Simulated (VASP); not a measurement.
# Hg2O in VASP: a series of runs

Hg2O is run at these levels: PBE; tasks: relaxation of cell and atoms, single point.

All numbers are computed with VASP 6.6.1; they aren't measurements. Logs are shortened: lines on timing, memory, paths and dates and some standing lists are left out, and cuts for length are marked.

## 1. The cell of the first run

It takes space group Cmc2_1 (No. 36, orthorhombic). Conventional cell: a = 4.748 Å, b = 7.017 Å, c = 7.539 Å, α = 90.00°, β = 90.00°, γ = 90.00°. Within 3.2 Å of Hg (site symmetry m) lie 2 O at 2.42 Å and 4 Hg at 3.11 to 3.14 Å. Within 3.3 Å of Hg (site symmetry m) lie 3 O at 2.50 to 2.73 Å and 5 Hg at 3.11 to 3.28 Å. O (site symmetry m) has 5 Hg at 2.42 to 2.73 Å within 3.2 Å.

## 2. Relaxation of cell and atoms, PBE

INCAR reads:

```
SYSTEM = Hg2O
ALGO = Normal
EDIFF = 1E-6
EDIFFG = -0.08
ENCUT = 600
GGA = PE
IBRION = 2
ISIF = 3
ISMEAR = 0
LASPH = .True.
LCHARG = .False.
LREAL = .False.
LWAVE = .False.
NELM = 80
NSW = 36
PREC = Accurate
SIGMA = 0.15
```

KPOINTS reads:

```
k-points
0
Gamma
  3 3 2
  0 0 0
```

POSCAR reads:

```
Hg2O
1.0
    2.3740726900     -3.5084007800      0.0000000000
    2.3740726900      3.5084007800      0.0000000000
    0.0000000000      0.0000000000      7.5387471000
Hg O
4 2
Direct
    0.0065430000      0.9934570000      0.3087840100
    0.9934570000      0.0065430000      0.8087840100
    0.3940050000      0.6059950000      0.0646510000
    0.6059950000      0.3940050000      0.5646510000
    0.2167099900      0.7832900100      0.5638179800
    0.7832900100      0.2167099900      0.0638179800
```

Potentials or basis: VASP PAW PBE potentials, release 64 (Hg, O).

Started as:

```console
$ cat potpaw_PBE.64/Hg/POTCAR potpaw_PBE.64/O/POTCAR > POTCAR
$ mpirun -np 1 vasp_std > vasp.out
```

OUTCAR:

```text
SYSTEM = Hg2O
   EDIFF = 1E-6
   EDIFFG = -0.08
   ENCUT = 600
   GGA = PE
   IBRION = 2
   ISIF = 3
   ISMEAR = 0
   LASPH = .True.
   LREAL = .False.
   NELM = 80
   NSW = 36
   PREC = Accurate

 ion  position               nearest neighbor table
   1  0.007  0.993  0.309-   6 2.42   5 2.42   3 3.11   3 3.11   4 3.14   4 3.14   3 3.28   4 3.41
                             2 3.77   2 3.77
   2  0.993  0.007  0.809-   5 2.42   6 2.42   4 3.11   4 3.11   3 3.14   3 3.14   4 3.28   3 3.41
                             1 3.77   1 3.77
   3  0.394  0.606  0.065-   6 2.50   6 2.50   6 2.73   1 3.11   1 3.11   2 3.14   2 3.14   1 3.28
                             2 3.41
   4  0.606  0.394  0.565-   5 2.50   5 2.50   5 2.73   2 3.11   2 3.11   1 3.14   1 3.14   2 3.28
                             1 3.41
   5  0.217  0.783  0.564-   2 2.42   1 2.42   4 2.50   4 2.50   4 2.73
   6  0.783  0.217  0.064-   1 2.42   2 2.42   3 2.50   3 2.50   3 2.73

  LATTYP: Found a base centered orthorhombic cell.
 ALAT       =     4.7481453800
 B/A-ratio  =     1.4777983820
 C/A-ratio  =     1.5877245738

  Lattice vectors:

 A1 = (   2.3740726900,  -3.5084007800,   0.0000000000)
 A2 = (   2.3740726900,   3.5084007800,   0.0000000000)
 A3 = (   0.0000000000,   0.0000000000,   7.5387471000)

Analysis of symmetry for initial positions (statically):
=====================================================================
 Subroutine PRICEL returns:
 Original cell was already a primitive cell.

 Routine SETGRP: Setting up the symmetry group for a
 base centered orthorhombic supercell.

 Subroutine GETGRP returns: Found  4 space group operations
 (whereof  2 operations were pure point group operations)
 out of a pool of  8 trial point group operations.

The static configuration has the point symmetry C_1h.
 The point group associated with its full space group is C_2v.

Analysis of symmetry for dynamics (positions and initial velocities):
=====================================================================
 Subroutine PRICEL returns:
 Original cell was already a primitive cell.

 Routine SETGRP: Setting up the symmetry group for a
 base centered orthorhombic supercell.

 Subroutine GETGRP returns: Found  4 space group operations
 (whereof  2 operations were pure point group operations)
 out of a pool of  8 trial point group operations.

The dynamic configuration has the point symmetry C_1h.
 The point group associated with its full space group is C_2v.

 Subroutine INISYM returns: Found  4 space group operations
 (whereof  2 operations are pure point group operations),
 and found     1 'primitive' translations

----------------------------------------------------------------------------------------

                                     Primitive cell

  volume of cell :     125.5834

  direct lattice vectors                    reciprocal lattice vectors
     2.374072690 -3.508400780  0.000000000     0.210608547 -0.142515075  0.000000000
     2.374072690  3.508400780  0.000000000     0.210608547  0.142515075  0.000000000
     0.000000000  0.000000000  7.538747100     0.000000000  0.000000000  0.132648036

  length of vectors
     4.236165385  4.236165385  7.538747100     0.254296100  0.254296100  0.132648036

  position of ions in fractional coordinates (direct lattice)
     0.006543000  0.993457000  0.308784010
     0.993457000  0.006543000  0.808784010
     0.394005000  0.605995000  0.064651000
     0.605995000  0.394005000  0.564651000
     0.216709990  0.783290010  0.563817980
     0.783290010  0.216709990  0.063817980

  ion indices of the primitive-cell ions
   primitive index   ion index
                 1           1
                 2           2
                 3           3
                 4           4
                 5           5
                 6           6

----------------------------------------------------------------------------------------

 KPOINTS: k-points

Automatic generation of k-mesh.
 Grid dimensions read from file:
 generate k-points for:    3    3    2

 Generating k-lattice:

  Cartesian coordinates                     Fractional coordinates (reciprocal lattice)
     0.070202849 -0.047505025  0.000000000     0.333333333  0.000000000  0.000000000
     0.070202849  0.047505025  0.000000000     0.000000000  0.333333333  0.000000000
     0.000000000  0.000000000  0.066324018     0.000000000  0.000000000  0.500000000

  Length of vectors
     0.084765367  0.084765367  0.066324018

  Shift w.r.t. Gamma in fractional coordinates (k-lattice)
     0.000000000  0.000000000  0.000000000

 Subroutine IBZKPT returns following result:
 ===========================================

 Found      8 irreducible k-points:

 Following reciprocal coordinates:
            Coordinates               Weight
  0.000000  0.000000  0.000000      1.000000
  0.333333  0.000000  0.000000      4.000000
  0.333333  0.333333  0.000000      2.000000
 -0.333333  0.333333  0.000000      2.000000
  0.000000  0.000000  0.500000      1.000000
  0.333333  0.000000  0.500000      4.000000
  0.333333  0.333333  0.500000      2.000000
 -0.333333  0.333333  0.500000      2.000000
   k-points           NKPTS =      8   k-points in BZ     NKDIM =      8   number of bands    NBANDS=     36
   number of dos      NEDOS =    301   number of ions     NIONS =      6
   total plane-waves  NPLWV =  77760
   dimension x,y,z NGX =    36 NGY =   36 NGZ =   60
   dimension x,y,z NGXF=    72 NGYF=   72 NGZF=  120
   ions per type =               4   2
   NGX,Y,Z   is equivalent  to a cutoff of  14.13, 14.13, 13.23 a.u.
   NGXF,Y,Z  is equivalent  to a cutoff of  28.26, 28.26, 26.46 a.u.
 SYSTEM =  Hg2O
   PREC   = accura    normal or accurate (medium, high low for compatibility)
   ISTART =      0    job   : 0-new  1-cont  2-samecut
   ICHARG =      2    charge: 1-file 2-atom 10-const
   ISPIN  =      1    spin polarized calculation?
   LNONCOLLINEAR =      F non collinear calculations
   LSORBIT =      F    spin-orbit coupling
   LASPH  =      T    aspherical Exc in radial PAW
   ENCUT  =  600.0 eV  44.10 Ry    6.64 a.u.   8.46  8.46 15.06*2*pi/ulx,y,z
   NELM   =     80;   NELMIN=  2; NELMDL= -5     # of ELM steps
   EDIFF  = 0.1E-05   stopping-criterion for ELM
   LREAL  =      F    real-space projection
   EDIFFG = -.8E-01   stopping-criterion for IOM
   NSW    =     36    number of steps for IOM
   IBRION =      2    ionic relax: 0-MD 1-quasi-New 2-CG
   NFREE  =      1    steps in history (QN), initial steepest desc. (CG)
   ISIF   =      3    stress and relaxation
   ISYM   =      2    0-nonsym 1-usesym 2-fastsym
   POTIM  = 0.5000    time-step for ionic-motion
   TEBEG  =    0.0;   TEEND  =   0.0 temperature during run
   PSTRESS=    0.0 pullay stress
   NELECT =      60.0000    total number of electrons
   NUPDOWN=      -1.0000    fix difference up-down
   EMIN   =  10.00;   EMAX   =-10.00  energy-range for DOS
   EFERMI =   0.00;   METHOD = LEGACY
   ISMEAR =     0;   SIGMA  =   0.15  broadening in eV -4-tet -1-fermi 0-gaus
   EFERMI_NEDOS =   21; number of points for ismear=-14 and -15
   IALGO  =     38    algorithm
   IMIX   =      4    mixing-type and parameters
     AMIX     =   0.40;   BMIX     =  1.00
     AMIX_MAG =   1.60;   BMIX_MAG =  1.00
  volume/ion in A,a.u.               =      20.93       141.25
  Fermi-wavevector in a.u.,A,eV,Ry     =   1.279817  2.418503 22.285403  1.637931
  Thomas-Fermi vector in A             =   2.412280
   LORBIT       =      0    0 simple, 1 ext, 2 COOP (PROOUT), +10 PAW based schemes
   GGA     = PE    functional components
   LHFCALC =     F    Hartree Fock is set to
   AEXX    =    0.0000 exact exchange contribution
   IVDW    =     0    specifies the selected vdW correction
   LEPSILON=     F    determine dielectric tensor
   LRPA    =     F    only Hartree local field effects (RPA)
 conjugate gradient relaxation of ions
 non-spin polarized calculation
 Gauss-broadening in eV      SIGMA  =   0.15
  energy-cutoff  :      600.00
  volume of cell :      125.58
 maximum number of plane-waves:      4214
 NGX is ok and might be reduce to    36
   NGX = 17   NGY = 17   NGZ = 31

--------------------------------------- Ionic step        1  -------------------------------------------

 number of electron      59.9999994 magnetization

 Free energy of the ion-electron system (eV)
  ---------------------------------------------------
  ext. energy  EPLUGINS =         0.00000000
  ---------------------------------------------------
  free energy    TOTEN  =        -9.28042978 eV

  energy without entropy =       -9.22810603  energy(sigma->0) =       -9.25426790

------------------------ aborting loop because EDIFF is reached ----------------------------------------

  FORCE on cell =-STRESS in cart. coord.  units (eV):
  Direction    XX          YY          ZZ          XY          YZ          ZX
  --------------------------------------------------------------------------------------
  -------------------------------------------------------------------------------------
  Total        1.1117089     -2.4965309     -0.8506121      0.0000000      0.0000000      0.0000000
  in kB       14.1830388    -31.8504191    -10.8519991      0.0000000      0.0000000      0.0000000
  external PRESSURE =      -9.5064598 kB  Pullay stress =       0.0000000 kB
[... 101 lines left out ...]
  FREE ENERGIE OF THE ION-ELECTRON SYSTEM (eV)
  ---------------------------------------------------
  free  energy   TOTEN  =        -9.6871209498 eV

  energy  without entropy=       -9.6824545436  energy(sigma->0) =       -9.68478775

 E-fermi :   2.1190     XC(G=0): -10.2612

 val. band max:        1.6242763629   @ k =   0.3333   0.0000   0.0000
 cond. band min:       2.6119700500   @ k =  -0.3333   0.3333   0.5000
 fundamental gap:      0.9876936871
 Fermi energy:         2.1190363847

 k-point     1 :       0.0000    0.0000    0.0000
  band No.  band energies     occupation
      1     -16.3068      2.00000
      2     -15.9284      2.00000
      3      -6.1102      2.00000
      4      -5.9715      2.00000
      5      -5.3926      2.00000
      6      -5.3471      2.00000
[... 301 lines left out ...]
     35       6.1534      0.00000
     36       6.1534      0.00000

[... ionic steps 4 to 27 ...]

--------------------------------------- Ionic step       28  -------------------------------------------

 number of electron      60.0000003 magnetization

------------------------ aborting loop because EDIFF is reached ----------------------------------------

  FORCE on cell =-STRESS in cart. coord.  units (eV):
  Direction    XX          YY          ZZ          XY          YZ          ZX
  --------------------------------------------------------------------------------------
  -------------------------------------------------------------------------------------
  Total        0.0804851     -0.2316413     -0.0861865      0.0000000      0.0000000      0.0000000
  in kB        0.8859993     -2.5499625     -0.9487615      0.0000000      0.0000000      0.0000000
  external PRESSURE =      -0.8709083 kB  Pullay stress =       0.0000000 kB
[... 65 lines left out ...]
  energy  without entropy=      -11.1391806609  energy(sigma->0) =      -11.13918066

--------------------------------------- Ionic step       30  -------------------------------------------

 number of electron      60.0000003 magnetization

 Free energy of the ion-electron system (eV)
  ---------------------------------------------------
  ext. energy  EPLUGINS =         0.00000000
  ---------------------------------------------------
  free energy    TOTEN  =       -11.14046488 eV

  energy without entropy =      -11.14046488  energy(sigma->0) =      -11.14046488

 E-fermi :   0.8135     XC(G=0):  -9.2533

 val. band max:        0.1222316513   @ k =   0.3333   0.0000   0.0000
 cond. band min:       1.6474466209   @ k =   0.3333   0.0000   0.0000
 fundamental gap:      1.5252149697
 Fermi energy:         0.8134552558

 k-point     1 :       0.0000    0.0000    0.0000
  band No.  band energies     occupation
      1     -17.7639      2.00000
      2     -17.0446      2.00000
      3      -7.9560      2.00000
      4      -7.0869      2.00000
      5      -6.6948      2.00000
      6      -6.4069      2.00000
[... 334 lines left out ...]
  FREE ENERGIE OF THE ION-ELECTRON SYSTEM (eV)
  ---------------------------------------------------
  free  energy   TOTEN  =       -11.1404648771 eV

  energy  without entropy=      -11.1404648771  energy(sigma->0) =      -11.14046488

 reached required accuracy - stopping structural energy minimisation
```

It took 20 min on 1 thread of AMD EPYC 7R13, shared host; peak memory 0.27 GiB.

Results:

* Free energy: -11.1405 eV
* Relaxed volume: 24.25 Å³/atom
* Relaxed cell: a = 4.673 Å, b = 4.673 Å, c = 6.701 Å, α = 90.00°, β = 90.00°, γ = 96.11°
* Space group after relaxing (to 0.05 Å): Cmcm (No. 63)
* Energy gained by relaxing: 310.0 meV/atom
* Ionic steps: 30
* Pressure after relaxing: -0.1 GPa
* Largest force after relaxing: 0.076 eV/Å
* Band gap on the k mesh: 1.53 eV, direct

Forces on the atoms (eV/Å):
```
Hg   0.000  0.061 -0.045
Hg   0.000 -0.061 -0.045
Hg   0.000 -0.075  0.000
Hg   0.000  0.075  0.000
O    0.000  0.030  0.045
O    0.000 -0.030  0.045
```

Stress tensor (GPa, compression positive):
```
 0.10  0.00  0.00
 0.00 -0.23  0.00
 0.00  0.00 -0.07
```

Step by step:
```
step  energy change (eV)  largest force (eV/Å)  pressure (GPa)  volume (Å³)
   1              0.0000                0.2901           -0.95       125.58
   2             -0.0851                0.3028           -0.32       123.31
   3             -0.4067                0.3207            2.54       116.36
   4              0.1945                1.5624           20.62       101.87
   5             -0.4956                0.3044            4.64       113.32
   6             -0.5040                0.3258            8.03       109.71
   7             -0.5162                0.3120            6.92       110.79
   8             -0.5287                0.3255            7.12       110.64
   9             -0.5598                0.3665            7.75       110.20
  10             -0.5874                0.4687            9.27       109.27
  11             -0.6359                0.4821            8.88       109.84
  12             -0.7704                0.5398            7.65       111.57
  13             -0.9952                0.6280            5.65       115.04
  14             -1.3025                0.7243            2.71       122.01
  15             -1.5084                0.7490           -0.74       136.08
  16             -1.5675                0.6072           -0.48       136.04
  17             -1.6681                0.1401            1.04       135.78
  18             -1.6716                0.1471            1.65       135.68
  19             -1.7301                0.1719            0.87       137.96
  20             -1.8091                0.1703           -0.45       143.77
  21             -1.8091                0.2215           -1.25       154.97
  22             -1.8264                0.1696           -1.02       149.76
  23             -1.8268                0.1528           -0.91       148.43
  24             -1.8456                0.1275           -0.08       146.49
  25             -1.8475                0.1750            0.34       145.63
  26             -1.8575                0.0907            0.08       145.31
  27             -1.8575                0.0902            0.08       145.30
  28             -1.8588                0.0835           -0.09       145.54
  29             -1.8588                0.0819           -0.09       145.54
  30             -1.8600                0.0758           -0.07       145.49
```

Final structure:
```
Hg O
1.0
     3.12345   -3.47545    0.00000
     3.12345    3.47545    0.00000
     0.00000    0.00000    6.70115
Hg O
4 2
Cartesian
  3.1234 3.4621 2.0913
  3.1234 -3.4621 5.4418
  3.1234 0.6133 0.4169
  3.1234 -0.6133 3.7674
  3.1234 2.2929 3.7726
  3.1234 -2.2929 0.4220
```

Levels at points of the mesh, in eV from the valence-band top:
```
           k point  band 26  band 27  band 28  band 29  band 30  band 31  band 32  band 33  band 34  band 35
(0.00, 0.00, 0.00)    -2.68    -2.13    -1.68    -1.55    -0.87     2.99     3.30     3.74     5.37     5.71
(0.00, 0.00, 0.50)    -2.12    -1.44    -1.44    -1.21    -1.21     2.99     2.99     4.60     4.60     4.71
```

Caveat: the k points lie up to 0.47 Å⁻¹ apart in the final cell; the volume moved by over 15 % at a fixed basis, so the end points are rough; spin-orbit coupling is left out, which moves the levels of the heavy elements; the relaxation stopped at a loose force limit of 0.08 eV/Å, so its end isn't a converged minimum. A k mesh can miss the band edges.

(Part 1 of 2 ends here.)
